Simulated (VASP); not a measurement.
Set up this calculation in VASP 6.6.1, as the native input.

- Task: relaxation of the atoms
- Functional: PBE
- Potentials or basis: VASP PAW PBE potentials, release 64 (Zr_sv, N)
- Cutoff: 520 eV
- k mesh: 18 × 18 × 18
- Occupations: fermi-dirac, width 0.05 eV
- Spin: no spin polarisation
- Dipole correction: no
- Further INCAR settings: ALGO = Normal; EDIFF = 1e-07; IBRION = 2; EDIFFG = -0.02; NSW = 80

The structure of ZrN lies in POSCAR:

```
ZrN
1.0
    0.0000000000      2.2842350000      2.2613926500
    2.2842350000      0.0000000000      2.2613926500
    2.2842350000      2.2842350000      0.0000000000
Zr N
1 1
Direct
    0.0000000000      0.0000000000      0.0000000000
    0.5000000000      0.5000000000      0.5000000000
```

This cell differs from its parent crystal: z stretched by -1 %.

These files were run (other wordings do the same):

INCAR

```
PREC = Accurate
ENCUT = 520
EDIFF = 1E-7
ISMEAR = -1
SIGMA = 0.05
LREAL = F
LASPH = T
NELM = 120
ALGO = Normal
ISIF = 2
LWAVE = F
LCHARG = F
GGA = PE
IBRION = 2
NSW = 80
EDIFFG = -0.02
GGA_COMPAT = F
NELMIN = 4
```

KPOINTS

```
Automatic mesh
0
Gamma
  18 18 18
```

Potentials or basis: VASP PAW PBE potentials, release 64 (Zr_sv, N).

Launch:

```sh
$ cat potpaw_PBE.64/Zr_sv/POTCAR potpaw_PBE.64/N/POTCAR > POTCAR
$ mpirun -np 1 vasp_std > vasp.out
```

Results of the run:

```yaml
Pressure_after_relaxing: 7.5 GPa
Band_gap_on_the_k_mesh: zero (an odd number of electrons rules out a gap without spin polarisation)
```

Caveat: the cell differs from its parent crystal (z stretched by -1 %); an odd number of electrons without spin polarisation forces a metal; a magnetic or distorted state may lie lower.

Wall time 3 min on 1 thread of Oxide Virtual Turin-like Processor, on a shared host, peak memory 0.23 GiB.
